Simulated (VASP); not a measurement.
# Zn3C4 (Pm-3m) in VASP: a series of runs

The runs below take Zn3C4 through single point, relaxation of cell and atoms, with PBE.

All numbers are computed with VASP 6.6.1; they aren't measurements. Logs are shortened: lines on timing, memory, paths and dates and some standing lists are left out, and cuts for length are marked.

### 1 The cell of the first run

The structure is cubic, space group Pm-3m (No. 221). The conventional cell has a = 4.131 Å, b = 4.131 Å, c = 4.131 Å, α = 90.00°, β = 90.00°, γ = 90.00°. Zn (site symmetry 4/mmm) has 4 C at 2.07 Å within 2.7 Å. C (site symmetry 4/mmm) has 4 Zn at 2.07 Å and 2 C at 2.07 Å within 2.7 Å. Within 2.7 Å of C (site symmetry m-3m) lie 6 C at 2.07 Å.

### 2 Single point, PBE

File INCAR:

```
SYSTEM = Zn3C4
ALGO = Normal
EDIFF = 1E-6
ENCUT = 520
GGA = PE
ISIF = 2
ISMEAR = 0
LASPH = .TRUE.
LCHARG = .TRUE.
LELF = .TRUE.
LREAL = .FALSE.
LVHAR = .TRUE.
LWAVE = .FALSE.
NBANDS = 35
NELM = 100
PREC = Accurate
SIGMA = 0.1
```

File KPOINTS:

```
k-points
0
G
  4 4 4
  0 0 0
```

File POSCAR:

```
Zn3C4
1.0
    4.1308610344      0.0000000000      0.0000000000
    0.0000000000      4.1308610344      0.0000000000
    0.0000000000      0.0000000000      4.1308610344
Zn C
3 4
Direct
    0.0000000000      0.5000000000      0.5000000000
    0.5000000000      0.0000000000      0.5000000000
    0.5000000000      0.5000000000      0.0000000000
    0.5000000000      0.0000000000      0.0000000000
    0.0000000000      0.5000000000      0.0000000000
    0.0000000000      0.0000000000      0.5000000000
    0.0000000000      0.0000000000      0.0000000000
```

Potentials or basis: VASP PAW PBE potentials, release 64 (Zn, C).

Started as:

```
$ cat potpaw_PBE.64/Zn/POTCAR potpaw_PBE.64/C/POTCAR > POTCAR
$ mpirun -np 1 vasp_std > vasp.out
```

OUTCAR:

```text
SYSTEM = Zn3C4
   EDIFF = 1E-6
   ENCUT = 520
   GGA = PE
   ISIF = 2
   ISMEAR = 0
   LASPH = .TRUE.
   LREAL = .FALSE.
   NELM = 100
   PREC = Accurate

 ion  position               nearest neighbor table
   1  0.000  0.500  0.500-   5 2.07   6 2.07   5 2.07   6 2.07   3 2.92   2 2.92   2 2.92   3 2.92
                             2 2.92   3 2.92   3 2.92   2 2.92
   2  0.500  0.000  0.500-   4 2.07   6 2.07   4 2.07   6 2.07   3 2.92   1 2.92   1 2.92   3 2.92
                             3 2.92   1 2.92   3 2.92   1 2.92
   3  0.500  0.500  0.000-   4 2.07   5 2.07   4 2.07   5 2.07   1 2.92   2 2.92   2 2.92   1 2.92
                             2 2.92   1 2.92   2 2.92   1 2.92
   4  0.500  0.000  0.000-   2 2.07   3 2.07   7 2.07   2 2.07   3 2.07   7 2.07
   5  0.000  0.500  0.000-   1 2.07   3 2.07   7 2.07   1 2.07   7 2.07   3 2.07
   6  0.000  0.000  0.500-   1 2.07   2 2.07   7 2.07   7 2.07   1 2.07   2 2.07
   7  0.000  0.000  0.000-   4 2.07   5 2.07   6 2.07   6 2.07   5 2.07   4 2.07

  LATTYP: Found a simple cubic cell.
 ALAT       =     4.1308610344

  Lattice vectors:

 A1 = (   4.1308610344,   0.0000000000,   0.0000000000)
 A2 = (   0.0000000000,   4.1308610344,   0.0000000000)
 A3 = (   0.0000000000,   0.0000000000,   4.1308610344)

Analysis of symmetry for initial positions (statically):
=====================================================================
 Subroutine PRICEL returns:
 Original cell was already a primitive cell.

 Routine SETGRP: Setting up the symmetry group for a
 simple cubic supercell.

 Subroutine GETGRP returns: Found 48 space group operations
 (whereof 48 operations were pure point group operations)
 out of a pool of 48 trial point group operations.

The static configuration has the point symmetry O_h .

Analysis of symmetry for dynamics (positions and initial velocities):
=====================================================================
 Subroutine PRICEL returns:
 Original cell was already a primitive cell.

 Routine SETGRP: Setting up the symmetry group for a
 simple cubic supercell.

 Subroutine GETGRP returns: Found 48 space group operations
 (whereof 48 operations were pure point group operations)
 out of a pool of 48 trial point group operations.

The dynamic configuration has the point symmetry O_h .

 Subroutine INISYM returns: Found 48 space group operations
 (whereof 48 operations are pure point group operations),
 and found     1 'primitive' translations

----------------------------------------------------------------------------------------

                                     Primitive cell

  volume of cell :      70.4891

  direct lattice vectors                    reciprocal lattice vectors
     4.130861034  0.000000000  0.000000000     0.242080281  0.000000000  0.000000000
     0.000000000  4.130861034  0.000000000     0.000000000  0.242080281  0.000000000
     0.000000000  0.000000000  4.130861034     0.000000000  0.000000000  0.242080281

  length of vectors
     4.130861034  4.130861034  4.130861034     0.242080281  0.242080281  0.242080281

  position of ions in fractional coordinates (direct lattice)
     0.000000000  0.500000000  0.500000000
     0.500000000  0.000000000  0.500000000
     0.500000000  0.500000000  0.000000000
     0.500000000  0.000000000  0.000000000
     0.000000000  0.500000000  0.000000000
     0.000000000  0.000000000  0.500000000
     0.000000000  0.000000000  0.000000000

  ion indices of the primitive-cell ions
   primitive index   ion index
                 1           1
                 2           2
                 3           3
                 4           4
                 5           5
                 6           6
                 7           7

----------------------------------------------------------------------------------------

 KPOINTS: k-points

Automatic generation of k-mesh.
 Grid dimensions read from file:
 generate k-points for:    4    4    4

 Generating k-lattice:

  Cartesian coordinates                     Fractional coordinates (reciprocal lattice)
     0.060520070  0.000000000  0.000000000     0.250000000  0.000000000  0.000000000
     0.000000000  0.060520070  0.000000000     0.000000000  0.250000000  0.000000000
     0.000000000  0.000000000  0.060520070     0.000000000  0.000000000  0.250000000

  Length of vectors
     0.060520070  0.060520070  0.060520070

  Shift w.r.t. Gamma in fractional coordinates (k-lattice)
     0.000000000  0.000000000  0.000000000

 Subroutine IBZKPT returns following result:
 ===========================================

 Found     10 irreducible k-points:

 Following reciprocal coordinates:
            Coordinates               Weight
  0.000000  0.000000  0.000000      1.000000
  0.250000  0.000000  0.000000      6.000000
  0.500000  0.000000  0.000000      3.000000
  0.250000  0.250000  0.000000     12.000000
  0.500000  0.250000  0.000000     12.000000
  0.500000  0.500000  0.000000      3.000000
  0.250000  0.250000  0.250000      8.000000
  0.500000  0.250000  0.250000     12.000000
  0.500000  0.500000  0.250000      6.000000
  0.500000  0.500000  0.500000      1.000000
   k-points           NKPTS =     10   k-points in BZ     NKDIM =     10   number of bands    NBANDS=     35
   number of dos      NEDOS =    301   number of ions     NIONS =      7
   total plane-waves  NPLWV =  32768
   dimension x,y,z NGX =    32 NGY =   32 NGZ =   32
   dimension x,y,z NGXF=    64 NGYF=   64 NGZF=   64
   ions per type =               3   4
   NGX,Y,Z   is equivalent  to a cutoff of  12.88, 12.88, 12.88 a.u.
   NGXF,Y,Z  is equivalent  to a cutoff of  25.76, 25.76, 25.76 a.u.
 SYSTEM =  Zn3C4
   PREC   = accura    normal or accurate (medium, high low for compatibility)
   ISTART =      0    job   : 0-new  1-cont  2-samecut
   ICHARG =      2    charge: 1-file 2-atom 10-const
   ISPIN  =      1    spin polarized calculation?
   LNONCOLLINEAR =      F non collinear calculations
   LSORBIT =      F    spin-orbit coupling
   LASPH  =      T    aspherical Exc in radial PAW
   ENCUT  =  520.0 eV  38.22 Ry    6.18 a.u.   7.68  7.68  7.68*2*pi/ulx,y,z
   NELM   =    100;   NELMIN=  2; NELMDL= -5     # of ELM steps
   EDIFF  = 0.1E-05   stopping-criterion for ELM
   LREAL  =      F    real-space projection
   EDIFFG = 0.1E-04   stopping-criterion for IOM
   NSW    =      0    number of steps for IOM
   IBRION =     -1    ionic relax: 0-MD 1-quasi-New 2-CG
   NFREE  =      0    steps in history (QN), initial steepest desc. (CG)
   ISIF   =      2    stress and relaxation
   ISYM   =      2    0-nonsym 1-usesym 2-fastsym
   POTIM  = 0.5000    time-step for ionic-motion
   TEBEG  =    0.0;   TEEND  =   0.0 temperature during run
   PSTRESS=    0.0 pullay stress
   NELECT =      52.0000    total number of electrons
   NUPDOWN=      -1.0000    fix difference up-down
   EMIN   =  10.00;   EMAX   =-10.00  energy-range for DOS
   EFERMI =   0.00;   METHOD = LEGACY
   ISMEAR =     0;   SIGMA  =   0.10  broadening in eV -4-tet -1-fermi 0-gaus
   EFERMI_NEDOS =   21; number of points for ismear=-14 and -15
   IALGO  =     38    algorithm
   IMIX   =      4    mixing-type and parameters
     AMIX     =   0.40;   BMIX     =  1.00
     AMIX_MAG =   1.60;   BMIX_MAG =  1.00
  volume/ion in A,a.u.               =      10.07        67.95
  Fermi-wavevector in a.u.,A,eV,Ry     =   1.479229  2.795337 29.771152  2.188118
  Thomas-Fermi vector in A             =   2.593412
   LORBIT       =      0    0 simple, 1 ext, 2 COOP (PROOUT), +10 PAW based schemes
   GGA     = PE    functional components
   LHFCALC =     F    Hartree Fock is set to
   AEXX    =    0.0000 exact exchange contribution
   IVDW    =     0    specifies the selected vdW correction
   LEPSILON=     F    determine dielectric tensor
   LRPA    =     F    only Hartree local field effects (RPA)
 non-spin polarized calculation
 Gauss-broadening in eV      SIGMA  =   0.10
  energy-cutoff  :      520.00
  volume of cell :       70.49
 maximum number of plane-waves:      1924
 NGX is ok and might be reduce to    32
   NGX = 15   NGY = 15   NGZ = 15

 number of electron      51.9999898 magnetization

 Free energy of the ion-electron system (eV)
  ---------------------------------------------------
  ext. energy  EPLUGINS =         0.00000000
  ---------------------------------------------------
  free energy    TOTEN  =       -27.48009842 eV

  energy without entropy =      -27.47132960  energy(sigma->0) =      -27.47571401

 E-fermi :   4.8902     XC(G=0): -12.1493

 val. band max:        4.7792492654   @ k =   0.2500   0.2500   0.2500
 cond. band min:       4.9821535748   @ k =   0.2500   0.2500   0.2500
 fundamental gap:      0.2029043094
 Fermi energy:         4.8902195243

 k-point     1 :       0.0000    0.0000    0.0000
  band No.  band energies     occupation
      1     -10.7131      2.00000
      2      -6.3069      2.00000
      3      -6.3069      2.00000
      4      -3.4504      2.00000
      5      -3.1578      2.00000
      6      -3.1578      2.00000
[... 27 lines left out ...]
     34      11.9321      0.00000
     35      12.8608      0.00000

 k-point     2 :       0.2500    0.0000    0.0000
  band No.  band energies     occupation
      1     -10.3136      2.00000
      2      -6.9617      2.00000
      3      -6.0229      2.00000
      4      -3.4690      2.00000
      5      -3.2873      2.00000
      6      -3.2089      2.00000
[... 27 lines left out ...]
     34      11.4356      0.00000
     35      12.5606      0.00000
[... 264 lines left out ...]
     34      12.3707      0.00000
     35      12.3707      0.00000

 k-point    10 :       0.5000    0.5000    0.5000
  band No.  band energies     occupation
      1      -7.1630      2.00000
      2      -6.4828      2.00000
      3      -6.4828      2.00000
      4      -6.4828      2.00000
      5      -3.8908      2.00000
      6      -3.8908      2.00000
[... 27 lines left out ...]
     34      13.8289      0.00000
     35      13.9104      0.00000

------------------------ aborting loop because EDIFF is reached ----------------------------------------

  FORCE on cell =-STRESS in cart. coord.  units (eV):
  Direction    XX          YY          ZZ          XY          YZ          ZX
  --------------------------------------------------------------------------------------
  -------------------------------------------------------------------------------------
  Total        0.3074750      0.3074750      0.3074750     -0.0000000      0.0000000     -0.0000000
  in kB        6.9887359      6.9887359      6.9887359     -0.0000000      0.0000000     -0.0000000
  external PRESSURE =       6.9887359 kB  Pullay stress =       0.0000000 kB

 VOLUME and BASIS-vectors are now :
 -----------------------------------------------------------------------------
  energy-cutoff  :      520.00
  volume of cell :       70.49
      direct lattice vectors                 reciprocal lattice vectors
     4.130861034  0.000000000  0.000000000     0.242080281  0.000000000  0.000000000
     0.000000000  4.130861034  0.000000000     0.000000000  0.242080281  0.000000000
     0.000000000  0.000000000  4.130861034     0.000000000  0.000000000  0.242080281

 POSITION                                       TOTAL-FORCE (eV/Angst)
 -----------------------------------------------------------------------------------
      0.00000      2.06543      2.06543         0.000000      0.000000      0.000000
      2.06543      0.00000      2.06543         0.000000      0.000000      0.000000
      2.06543      2.06543      0.00000         0.000000      0.000000      0.000000
      2.06543      0.00000      0.00000         0.000000      0.000000      0.000000
      0.00000      2.06543      0.00000         0.000000      0.000000      0.000000
      0.00000      0.00000      2.06543         0.000000      0.000000      0.000000
      0.00000      0.00000      0.00000         0.000000      0.000000      0.000000
 -----------------------------------------------------------------------------------
    total drift:                                0.000000     -0.000000     -0.000000

  FREE ENERGIE OF THE ION-ELECTRON SYSTEM (eV)
  ---------------------------------------------------
  free  energy   TOTEN  =       -27.4800984156 eV

  energy  without entropy=      -27.4713295971  energy(sigma->0) =      -27.47571401
```

It took 31 s on 1 thread of Intel Xeon 8259CL, shared host; peak memory 0.18 GiB.

Results:

| Property | Result |
| --- | --- |
| Free energy | -27.4801 eV |
| Pressure | 0.7 GPa |
| Band gap on the k mesh | zero (band 26 reaches 6.63 eV, above the bottom of band 27 at 3.07 eV) |

Caveat: the k points lie up to 0.38 Å⁻¹ apart.

### 3 Relaxation of cell and atoms, PBE

This run uses another cell than the first one, of 13.70 Å³/atom, 1.360 times its volume.

File INCAR:

```
SYSTEM = Zn3C4
  PREC = Accurate
  ENCUT = 600
  EDIFF = 1E-6
  ISMEAR = 0
  SIGMA = 0.1
  LREAL = .FALSE.
  LASPH = .TRUE.
  NELM = 60
  ALGO = Normal
  ISIF = 3
  LWAVE = .FALSE.
  LCHARG = .FALSE.
  GGA = PE
  IBRION = 2
  NSW = 90
  EDIFFG = -0.04
```

File KPOINTS:

```
Automatic mesh
0
G
  4 4 4
  0 0 0
```

POSCAR: that of step 2 with these lines changed.

```diff
@@ -2,5 +2,5 @@
 1.0
-    4.1308610344      0.0000000000      0.0000000000
-    0.0000000000      4.1308610344      0.0000000000
-    0.0000000000      0.0000000000      4.1308610344
+    4.5771313400      0.0000000000      0.0000000000
+    0.0000000000      4.5771313400      0.0000000000
+    0.0000000000      0.0000000000      4.5771313400
 Zn C
```

Potentials or basis: VASP PAW PBE potentials, release 64 (Zn, C).

Started as:

```
$ cat potpaw_PBE.64/Zn/POTCAR potpaw_PBE.64/C/POTCAR > POTCAR
$ mpirun -np 1 vasp_std > vasp.out
```

It took 3 min on 1 thread of Intel Xeon 8259CL, shared host; peak memory 0.26 GiB.

Results (log left out):

```
Free energy                            : -27.5042 eV
Relaxed volume                         : 10.12 Å³/atom
Relaxed cell                           : a = 4.137 Å, b = 4.137 Å, c = 4.137 Å, α = 90.00°, β = 90.00°, γ = 90.00°
Space group after relaxing (to 0.05 Å) : Pm-3m (No. 221)
Energy gained by relaxing              : 345.5 meV/atom
Ionic steps                            : 3
Pressure after relaxing                : 0.0 GPa
Band gap on the k mesh                 : zero (band 26 reaches 6.58 eV, above the bottom of band 27 at 3.03 eV)
```

Step by step:
```csv
step,energy change (eV),largest force (eV/Å),pressure (GPa),volume (Å³)
1,0.0000,0.0000,-22.97,95.89
2,-2.4174,0.0000,-0.74,71.14
3,-2.4182,0.0000,-0.02,70.81
```

Final structure:
```
Zn C
1.0
     4.13710    0.00000    0.00000
     0.00000    4.13710    0.00000
     0.00000    0.00000    4.13710
Zn C
3 4
Direct
  0.00000 0.50000 0.50000
  0.50000 0.00000 0.50000
  0.50000 0.50000 0.00000
  0.50000 0.00000 0.00000
  0.00000 0.50000 0.00000
  0.00000 0.00000 0.50000
  0.00000 0.00000 0.00000
```

Levels at points of the mesh, in eV from the Fermi level:
| k point | band 24 | band 25 | band 26 | band 27 | band 28 | band 29 |
| --- | --- | --- | --- | --- | --- | --- |
| (0.00, 0.00, 0.00) | -1.94 | -1.94 | -1.42 | -1.42 | -1.42 | 1.50 |
| (0.50, 0.00, 0.00) | -2.88 | -2.52 | -1.09 | -1.09 | 1.29 | 1.39 |
| (0.50, 0.50, 0.00) | -2.15 | -2.15 | 0.76 | 1.53 | 1.63 | 1.63 |
| (0.50, 0.50, 0.50) | 1.13 | 1.13 | 1.73 | 1.73 | 1.73 | 2.15 |

Caveat: the volume moved by over 15 % at a fixed basis, so the end points are rough.
